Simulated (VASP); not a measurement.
GdN: single point with PBE

Crystal: GdN.

```
Gd N
1.0
     0.00000    2.52016    2.52016
     2.52016    0.00000    2.52016
     2.52016    2.52016    0.00000
Gd N
1 1
Cartesian
  0.0000 0.0000 0.0000
  2.5202 2.5202 2.5202
```

```
Program                : VASP 6.6.1
Task                   : single point
Functional             : PBE
Potentials or basis    : VASP PAW PBE potentials, release 64 (Gd, N)
Cutoff                 : 520 eV
k mesh                 : 11 × 11 × 11
Occupations            : fermi-dirac, width 0.05 eV
Spin                   : collinear spin, ferromagnetic start
Starting moments       : [7.0, 0.0] μB
Dipole correction      : no
Further INCAR settings : ALGO = Normal; EDIFF = 1e-06; NBANDS = 22
```

| Property | Result |
| --- | --- |
| Pressure | -4.6 GPa |
| Band gap on the k mesh | zero (filled and empty bands overlap) |
| Net moment | 7.00 μB per cell |
| Site moments | Gd +6.80; N -0.08 μB |
| Valence electrons inside the program's atomic spheres | Gd 15.20; N 3.62 |

Levels at points of the mesh, in eV from the Fermi level:
Spin up:
```tsv
k point	band 13	band 14	band 15	band 16	band 17	band 18
(0.00, 0.00, 0.00)	0.21	0.21	0.21	2.47	2.47	2.47
```
Spin down:
```csv
k point,band 5,band 6,band 7,band 8,band 9,band 10,band 11,band 12
"(0.00, 0.00, 0.00)",-12.96,-0.83,-0.83,-0.83,1.61,2.11,2.11,2.11
```

Run time: 6.5 min on 1 thread of Intel Xeon 8259CL (shared host), peak memory 0.23 GiB.

Caveat: the cell stands under tension; spin-orbit coupling is left out, which moves the levels of the heavy elements; a cell with one magnetic atom can't hold antiferromagnetic order, which such compounds often take; semilocal functionals describe open f shells poorly, which spoils levels, moments and volumes. The state reached can hang on the start; a lower one may exist.
